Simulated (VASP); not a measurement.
The system is ScSiS4.

```
CELL_PARAMETERS angstrom
3.36523 0.00000 0.00000
0.00000 3.36523 0.00000
0.00000 0.00000 10.79862
ATOMIC_POSITIONS crystal
Sc 0.50000 0.50000 0.50000
Si 0.00000 0.00000 0.00000
S 0.00000 0.00000 0.62700
S 0.50000 0.50000 0.09864
S 0.50000 0.50000 0.90136
S 0.00000 0.00000 0.37300
```

The cell was built from a structure type or drawn by symmetry, and may not be a known phase.

```yaml
Program: VASP 6.6.1
Task: relaxation of cell and atoms
Functional: PBE
Potentials_or_basis: VASP PAW PBE potentials, release 64 (Sc_sv, Si, S)
Cutoff: 600 eV
k_mesh: 6 × 6 × 2
Occupations: gaussian, width 0.1 eV
Spin: no spin polarisation
```

At the start: pressure 0.8 GPa; volume 20.38 Å³/atom.

Where does the relaxation end?

Over 7 steps the energy falls by 4.1 meV/atom and the volume is 20.72 Å³/atom (+1.7 %); space group P4/mmm (No. 123, to 0.1 Å) before and after.

The path:
```tsv
step	energy change (eV)	largest force (eV/Å)	pressure (GPa)	volume (Å³)
1	0.0000	0.4794	0.82	122.29
2	-0.0109	0.6432	0.28	124.14
3	-0.0211	0.1504	0.46	123.39
4	-0.0231	0.1065	-0.22	124.49
5	-0.0232	0.1012	-0.11	124.29
6	-0.0241	0.0654	-0.05	124.31
7	-0.0244	0.0155	0.02	124.33
```

Final structure:
```
CELL_PARAMETERS angstrom
3.40259 0.00000 0.00000
0.00000 3.40259 0.00000
0.00000 0.00000 10.73847
ATOMIC_POSITIONS crystal
Sc 0.50000 0.50000 0.50000
Si 0.00000 0.00000 0.00000
S 0.00000 0.00000 0.62550
S 0.50000 0.50000 0.09785
S 0.50000 0.50000 0.90215
S 0.00000 0.00000 0.37450
```
